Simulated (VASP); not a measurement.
PdPt, 2 atoms in the cell. It takes space group R-3m (No. 166, trigonal). Conventional cell: a = 2.677 Å, b = 2.677 Å, c = 13.154 Å, α = 90.00°, β = 90.00°, γ = 120.00°. Within 3.5 Å of Pd (site symmetry -3m) lie 6 Pd at 2.68 Å and 6 Pt at 2.68 Å. Within 3.5 Å of Pt (site symmetry -3m) lie 6 Pt at 2.68 Å and 6 Pd at 2.68 Å. 

* Program: VASP 6.6.1
* Task: electric field gradients
* Functional: LDA
* Potentials or basis: VASP PAW LDA potentials, release 64 (Pd, Pt)
* Cutoff: 520 eV
* k mesh: 15 × 15 × 15
* Occupations: fermi-dirac, width 0.05 eV
* Spin: no spin polarisation
* Dipole correction: no
* Further INCAR settings: ALGO = Normal; EDIFF = 1e-08; NBANDS = 17

Potentials or basis: VASP PAW LDA potentials, release 64 (Pd, Pt).

Run with:

```console
$ cat potpaw_LDA.64/Pd/POTCAR potpaw_LDA.64/Pt/POTCAR > POTCAR
$ mpirun -np 1 vasp_std > vasp.out
```

Hardware: 1 thread of Intel(R) Xeon(R) Platinum 8488C (Sapphire Rapids), with other jobs on the host.

Q: How long does it take, and how much memory?

A: Run time: 3.5 min on 1 thread of Intel(R) Xeon(R) Platinum 8488C (Sapphire Rapids) (shared host), peak memory 0.31 GiB. Counts: scf iterations 16, k points 344.
